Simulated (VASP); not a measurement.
# TiC (Imm2) in VASP: single point with PBE

Aim: the single point of TiC with PBE.

All numbers are computed with VASP 6.6.1; they aren't measurements. Logs are shortened: lines on timing, memory, paths and dates and some standing lists are left out, and cuts for length are marked.

### 1 The cell of the first run

The structure is orthorhombic, space group Imm2 (No. 44). Conventional cell: a = 3.064 Å, b = 4.333 Å, c = 3.064 Å, α = 90.00°, β = 90.00°, γ = 90.00°. Within 2.7 Å of Ti (site symmetry mm2) lie 6 C at 2.07 to 2.27 Å. C (site symmetry mm2) has 6 Ti at 2.07 to 2.27 Å within 2.7 Å.

### 2 Single point, PBE (atom 1 (Ti) moved by (-0.100, -0.100) A along x and z)

INCAR

```
SYSTEM = TiC
ALGO = Normal
EDIFF = 1E-6
ENCUT = 600
GGA = PE
GGA_COMPAT = .FALSE.
ISIF = 2
ISMEAR = 0
LASPH = .TRUE.
LCHARG = .FALSE.
LREAL = .FALSE.
LWAVE = .FALSE.
NBANDS = 15
NELM = 120
PREC = Accurate
SIGMA = 0.15
```

KPOINTS

```
k-points
0
G
  24 24 24
  0 0 0
```

POSCAR

```
TiC
1.0
    0.0000000000      2.1664615256      2.1664615256
    2.1664615256      0.0000000000      2.1664615256
    2.1664615256      2.1664615256      0.0000000000
Ti C
1 1
Direct
    0.0000000000     -0.0461582164      0.0000000000
    0.5000000000      0.5000000000      0.5000000000
```

Potentials or basis: VASP PAW PBE potentials, release 64 (Ti_sv, C).

Launch:

```console
$ cat potpaw_PBE.64/Ti_sv/POTCAR potpaw_PBE.64/C/POTCAR > POTCAR
$ mpirun -np 1 vasp_std > vasp.out
```

OUTCAR:

```text
SYSTEM = TiC
   EDIFF = 1E-6
   ENCUT = 600
   GGA = PE
   ISIF = 2
   ISMEAR = 0
   LASPH = .TRUE.
   LREAL = .FALSE.
   NELM = 120
   PREC = Accurate

 ion  position               nearest neighbor table
   1  0.000  0.954  0.000-   2 2.07   2 2.07   2 2.17   2 2.17   2 2.27   2 2.27
   2  0.500  0.500  0.500-   1 2.07   1 2.07   1 2.17   1 2.17   1 2.27   1 2.27

  LATTYP: Found a face centered cubic cell.
 ALAT       =     4.3329230512

  Lattice vectors:

 A1 = (   0.0000000000,   2.1664615256,   2.1664615256)
 A2 = (   2.1664615256,   0.0000000000,   2.1664615256)
 A3 = (   2.1664615256,   2.1664615256,   0.0000000000)

Analysis of symmetry for initial positions (statically):
=====================================================================
 Subroutine PRICEL returns:
 Original cell was already a primitive cell.

 Routine SETGRP: Setting up the symmetry group for a
 face centered cubic supercell.

 Subroutine GETGRP returns: Found  4 space group operations
 (whereof  4 operations were pure point group operations)
 out of a pool of 48 trial point group operations.

The static configuration has the point symmetry C_2v.

Analysis of symmetry for dynamics (positions and initial velocities):
=====================================================================
 Subroutine PRICEL returns:
 Original cell was already a primitive cell.

 Routine SETGRP: Setting up the symmetry group for a
 face centered cubic supercell.

 Subroutine GETGRP returns: Found  4 space group operations
 (whereof  4 operations were pure point group operations)
 out of a pool of 48 trial point group operations.

The dynamic configuration has the point symmetry C_2v.

 Subroutine INISYM returns: Found  4 space group operations
 (whereof  4 operations are pure point group operations),
 and found     1 'primitive' translations

----------------------------------------------------------------------------------------

                                     Primitive cell

  volume of cell :      20.3368

  direct lattice vectors                    reciprocal lattice vectors
     0.000000000  2.166461526  2.166461526    -0.230791082  0.230791082  0.230791082
     2.166461526  0.000000000  2.166461526     0.230791082 -0.230791082  0.230791082
     2.166461526  2.166461526  0.000000000     0.230791082  0.230791082 -0.230791082

  length of vectors
     3.063839272  3.063839272  3.063839272     0.399741880  0.399741880  0.399741880

  position of ions in fractional coordinates (direct lattice)
     0.000000000  0.953841784  0.000000000
     0.500000000  0.500000000  0.500000000

  ion indices of the primitive-cell ions
   primitive index   ion index
                 1           1
                 2           2

----------------------------------------------------------------------------------------

 KPOINTS: k-points

Automatic generation of k-mesh.
 Grid dimensions read from file:
 generate k-points for:   24   24   24

 Generating k-lattice:

  Cartesian coordinates                     Fractional coordinates (reciprocal lattice)
    -0.009616295  0.009616295  0.009616295     0.041666667  0.000000000  0.000000000
     0.009616295 -0.009616295  0.009616295     0.000000000  0.041666667  0.000000000
     0.009616295  0.009616295 -0.009616295     0.000000000  0.000000000  0.041666667

  Length of vectors
     0.016655912  0.016655912  0.016655912

  Shift w.r.t. Gamma in fractional coordinates (k-lattice)
     0.000000000  0.000000000  0.000000000

 Subroutine IBZKPT returns following result:
 ===========================================

 Found   1963 irreducible k-points:

 Following reciprocal coordinates:
            Coordinates               Weight
  0.000000  0.000000  0.000000      1.000000
  0.041667  0.000000  0.000000      4.000000
  0.000000  0.041667  0.000000      4.000000
  0.083333  0.000000  0.000000      4.000000
  0.000000  0.083333  0.000000      4.000000
  0.125000  0.000000  0.000000      4.000000
[... 16 lines left out ...]
  0.000000  0.458333  0.000000      4.000000
  0.500000  0.000000  0.000000      2.000000
 [... further k-points ...]
   k-points           NKPTS =   1963   k-points in BZ     NKDIM =   1963   number of bands    NBANDS=     15
   number of dos      NEDOS =    301   number of ions     NIONS =      2
   total plane-waves  NPLWV =  13824
   dimension x,y,z NGX =    24 NGY =   24 NGZ =   24
   dimension x,y,z NGXF=    48 NGYF=   48 NGZF=   48
   ions per type =               1   1
   NGX,Y,Z   is equivalent  to a cutoff of  13.02, 13.02, 13.02 a.u.
   NGXF,Y,Z  is equivalent  to a cutoff of  26.05, 26.05, 26.05 a.u.
 SYSTEM =  TiC
   PREC   = accura    normal or accurate (medium, high low for compatibility)
   ISTART =      0    job   : 0-new  1-cont  2-samecut
   ICHARG =      2    charge: 1-file 2-atom 10-const
   ISPIN  =      1    spin polarized calculation?
   LNONCOLLINEAR =      F non collinear calculations
   LSORBIT =      F    spin-orbit coupling
   LASPH  =      T    aspherical Exc in radial PAW
   ENCUT  =  600.0 eV  44.10 Ry    6.64 a.u.   6.12  6.12  6.12*2*pi/ulx,y,z
   NELM   =    120;   NELMIN=  2; NELMDL= -5     # of ELM steps
   EDIFF  = 0.1E-05   stopping-criterion for ELM
   LREAL  =      F    real-space projection
   EDIFFG = 0.1E-04   stopping-criterion for IOM
   NSW    =      0    number of steps for IOM
   IBRION =     -1    ionic relax: 0-MD 1-quasi-New 2-CG
   NFREE  =      0    steps in history (QN), initial steepest desc. (CG)
   ISIF   =      2    stress and relaxation
   ISYM   =      2    0-nonsym 1-usesym 2-fastsym
   POTIM  = 0.5000    time-step for ionic-motion
   TEBEG  =    0.0;   TEEND  =   0.0 temperature during run
   PSTRESS=    0.0 pullay stress
   NELECT =      16.0000    total number of electrons
   NUPDOWN=      -1.0000    fix difference up-down
   EMIN   =  10.00;   EMAX   =-10.00  energy-range for DOS
   EFERMI =   0.00;   METHOD = LEGACY
   ISMEAR =     0;   SIGMA  =   0.15  broadening in eV -4-tet -1-fermi 0-gaus
   EFERMI_NEDOS =   21; number of points for ismear=-14 and -15
   IALGO  =     38    algorithm
   IMIX   =      4    mixing-type and parameters
     AMIX     =   0.40;   BMIX     =  1.00
     AMIX_MAG =   1.60;   BMIX_MAG =  1.00
  volume/ion in A,a.u.               =      10.17        68.62
  Fermi-wavevector in a.u.,A,eV,Ry     =   1.511311  2.855964 31.076536  2.284061
  Thomas-Fermi vector in A             =   2.621385
   LORBIT       =      0    0 simple, 1 ext, 2 COOP (PROOUT), +10 PAW based schemes
   GGA     = PE    functional components
   LHFCALC =     F    Hartree Fock is set to
   AEXX    =    0.0000 exact exchange contribution
   IVDW    =     0    specifies the selected vdW correction
   LEPSILON=     F    determine dielectric tensor
   LRPA    =     F    only Hartree local field effects (RPA)
 non-spin polarized calculation
 Gauss-broadening in eV      SIGMA  =   0.15
  energy-cutoff  :      600.00
  volume of cell :       20.34
 maximum number of plane-waves:       700
   NGX = 13   NGY = 13   NGZ = 13

 number of electron      16.0000000 magnetization

 Free energy of the ion-electron system (eV)
  ---------------------------------------------------
  ext. energy  EPLUGINS =         0.00000000
  ---------------------------------------------------
  free energy    TOTEN  =       -18.62287291 eV

  energy without entropy =      -18.62025840  energy(sigma->0) =      -18.62156566

 E-fermi :   9.4767     XC(G=0): -12.6817

 val. band max:        9.4753944898   @ k =   0.2917   0.2500   0.0417
 cond. band min:       9.4846665482   @ k =   0.1250   0.0417   0.0000
 fundamental gap:      0.0092720585
 Fermi energy:         9.4767349388

 k-point     1 :       0.0000    0.0000    0.0000
  band No.  band energies     occupation
      1     -47.1861      2.00000
      2     -23.2181      2.00000
      3     -23.2135      2.00000
      4     -23.2125      2.00000
      5      -2.9739      2.00000
      6       9.5487      0.49721
      7       9.6166      0.18726
      8      10.0727      0.00000
      9      10.0831      0.00000
     10      10.8480      0.00000
     11      11.6210      0.00000
     12      12.0125      0.00000
     13      12.2152      0.00000
     14      19.7761      0.00000
     15      23.3466      0.00000

 k-point     2 :       0.0417    0.0000    0.0000
  band No.  band energies     occupation
      1     -47.1849      2.00000
      2     -23.2244      2.00000
      3     -23.2163      2.00000
      4     -23.2140      2.00000
      5      -2.9348      2.00000
      6       9.2868      1.92667
      7       9.6051      0.22607
      8       9.9621      0.00000
      9      10.2381      0.00000
     10      10.6933      0.00000
     11      11.4789      0.00000
     12      12.1932      0.00000
     13      12.5787      0.00000
     14      19.8479      0.00000
     15      23.3702      0.00000

 k-point     3 :       0.0000    0.0417    0.0000
  band No.  band energies     occupation
      1     -47.1849      2.00000
      2     -23.2246      2.00000
      3     -23.2166      2.00000
      4     -23.2133      2.00000
      5      -2.9350      2.00000
      6       9.3366      1.81348
      7       9.6309      0.14616
      8       9.8216      0.00115
      9      10.1932      0.00000
     10      10.7522      0.00000
     11      11.5784      0.00000
     12      12.3098      0.00000
     13      12.4132      0.00000
     14      19.8517      0.00000
     15      23.3657      0.00000
[... 343 lines left out ...]
 k-point    23 :       0.0000    0.4583    0.0000
  band No.  band energies     occupation
      1     -47.1149      2.00000
      2     -23.7009      2.00000
      3     -23.2639      2.00000
      4     -23.2602      2.00000
      5       0.3394      2.00000
      6       3.7282      2.00000
      7       6.5105      2.00000
      8       6.5543      2.00000
      9      12.2438      0.00000
     10      12.2797      0.00000
     11      13.4436      0.00000
     12      16.9504      0.00000
     13      17.5499      0.00000
     14      18.2715      0.00000
     15      24.4423      0.00000

 k-point    24 :       0.5000    0.0000    0.0000
  band No.  band energies     occupation
      1     -47.1133      2.00000
      2     -23.7131      2.00000
      3     -23.2658      2.00000
      4     -23.2623      2.00000
      5       0.4718      2.00000
      6       3.5888      2.00000
      7       6.5449      2.00000
      8       6.6191      2.00000
      9      12.2859      0.00000
     10      12.2932      0.00000
     11      13.4700      0.00000
     12      16.4151      0.00000
     13      17.4065      0.00000
     14      18.6729      0.00000
     15      24.4013      0.00000

 [... further k-points ...]

------------------------ aborting loop because EDIFF is reached ----------------------------------------

  FORCE on cell =-STRESS in cart. coord.  units (eV):
  Direction    XX          YY          ZZ          XY          YZ          ZX
  --------------------------------------------------------------------------------------
  -------------------------------------------------------------------------------------
  Total        0.4271520      0.0676594      0.4271520      0.0000000      0.0000000     -0.2215860
  in kB       33.6519422      5.3303527     33.6519422      0.0000000      0.0000000    -17.4570173
  external PRESSURE =      24.2114123 kB  Pullay stress =       0.0000000 kB

 VOLUME and BASIS-vectors are now :
 -----------------------------------------------------------------------------
  energy-cutoff  :      600.00
  volume of cell :       20.34
      direct lattice vectors                 reciprocal lattice vectors
     0.000000000  2.166461526  2.166461526    -0.230791082  0.230791082  0.230791082
     2.166461526  0.000000000  2.166461526     0.230791082 -0.230791082  0.230791082
     2.166461526  2.166461526  0.000000000     0.230791082  0.230791082 -0.230791082

 POSITION                                       TOTAL-FORCE (eV/Angst)
 -----------------------------------------------------------------------------------
      2.06646      0.00000      2.06646         0.859365      0.000000      0.859365
      2.16646      2.16646      2.16646        -0.859365      0.000000     -0.859365
 -----------------------------------------------------------------------------------
    total drift:                                0.000047      0.000000      0.000047

  FREE ENERGIE OF THE ION-ELECTRON SYSTEM (eV)
  ---------------------------------------------------
  free  energy   TOTEN  =       -18.6228729123 eV

  energy  without entropy=      -18.6202584026  energy(sigma->0) =      -18.62156566
```

Wall time 15 min (1 thread of Oxide Virtual Turin-like, shared host); peak memory 0.75 GiB.

Results:

```yaml
Free_energy: -18.6229 eV
Pressure: 2.4 GPa
Largest_force: 1.215 eV/Å
Band_gap_on_the_k_mesh: zero (bands 8 and 9 overlap by 0.75 eV)
```

Forces on the atoms (eV/Å):
```
Ti   0.859  0.000  0.859
C   -0.859  0.000 -0.859
```

Levels at points of the mesh, in eV from the Fermi level:
| k point | band 5 | band 6 | band 7 | band 8 | band 9 | band 10 | band 11 | band 12 |
| --- | --- | --- | --- | --- | --- | --- | --- | --- |
| (0.00, 0.00, 0.00) | -12.45 | 0.07 | 0.14 | 0.60 | 0.61 | 1.37 | 2.14 | 2.54 |
| (0.50, 0.00, 0.00) | -9.00 | -5.89 | -2.93 | -2.86 | 2.81 | 2.82 | 3.99 | 6.94 |
| (0.00, 0.50, 0.00) | -9.02 | -5.89 | -3.00 | -2.96 | 2.81 | 2.85 | 4.04 | 7.44 |
| (0.50, 0.50, 0.00) | -10.16 | -3.47 | -1.94 | -0.18 | 0.17 | 2.74 | 3.43 | 3.43 |
| (0.50, 0.00, 0.50) | -10.16 | -3.51 | -2.12 | -0.28 | 0.44 | 2.84 | 3.43 | 3.43 |

Caveat: the cell differs from its parent crystal (atom 1 (Ti) moved by (-0.100, -0.100) A along x and z); forces of over 1 eV/Å act on the atoms, so gaps and moduli don't describe the material at rest.
